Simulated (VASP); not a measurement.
Set up this calculation in VASP 6.6.1, as the native input.

```
Task                   : single point
Functional             : PBEsol
Potentials or basis    : VASP PAW PBE potentials, release 64 (Au)
Cutoff                 : 520 eV
k mesh                 : 12 × 12 × 12
Occupations            : fermi-dirac, width 0.06 eV
Spin                   : no spin polarisation
Dipole correction      : no
Further INCAR settings : ALGO = Normal; EDIFF = 1e-06; NBANDS = 12
```

The structure of Au lies in POSCAR:

```
Au
1.0
    0.0000000000      2.0568105000      2.0568105000
    2.0568105000      0.0000000000      2.0568105000
    2.0568105000      2.0568105000      0.0000000000
Au
1
Direct
    0.0000000000      0.0000000000      0.0000000000
```

One way to write it, as run:

INCAR

```
SYSTEM = Au
PREC = Accurate ; ENCUT = 520
EDIFF = 1E-6 ; ISMEAR = -1
SIGMA = 0.06 ; LREAL = .FALSE.
LASPH = .TRUE. ; NELM = 60
ALGO = Normal ; ISIF = 2
LWAVE = .FALSE. ; LCHARG = .FALSE.
GGA = PS ; NBANDS = 12
```

KPOINTS

```
Automatic mesh
0
G
  12 12 12
  0 0 0
```

Potentials or basis: VASP PAW PBE potentials, release 64 (Au).

Run with:

```sh
$ cat potpaw_PBE.64/Au/POTCAR > POTCAR
$ mpirun -np 1 vasp_std > vasp.out
```

It gave:

```json
{
  "Pressure": "-3.9 GPa"
}
```

Caveat: the PAW data sets were made with another functional, which shifts forces and pressure a little.

It took 5.7 s on 1 thread of Intel Xeon 6975P-C, on a shared host, peak memory 0.15 GiB.
